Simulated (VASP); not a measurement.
Crystal: Ag2O.

```
Ag O
1.0
     4.73061    0.00000    0.00000
     0.00000    4.73061    0.00000
     0.00000    0.00000    4.73061
Ag O
4 2
Cartesian
  3.5480 3.5480 3.5480
  3.5480 1.1827 1.1827
  1.1827 1.1827 3.5480
  1.1827 3.5480 1.1827
  0.0000 0.0000 0.0000
  2.3653 2.3653 2.3653
```

Base run:

| Item | Value |
| --- | --- |
| Program | VASP 6.6.1 |
| Functional | BLYP |
| Potentials or basis | VASP PAW PBE potentials, release 64 (Ag, O) |
| Cutoff | 600 eV |
| k mesh | 6 × 6 × 6 |
| Occupations | gaussian, width 0.05 eV |
| Spin | no spin polarisation |

Its results: band gap on the k mesh 0.14 eV; pressure 8.7 GPa.

Task: The run is repeated on the same cell with these changes: functional from BLYP to RPBE. What comes out?

Result: Band gap on the k mesh 0.05 eV; pressure 7.6 GPa.

Caveats: the cell stands under pressure; the PAW data sets were made with another functional, which shifts forces and pressure a little.

A k mesh can miss the band edges.
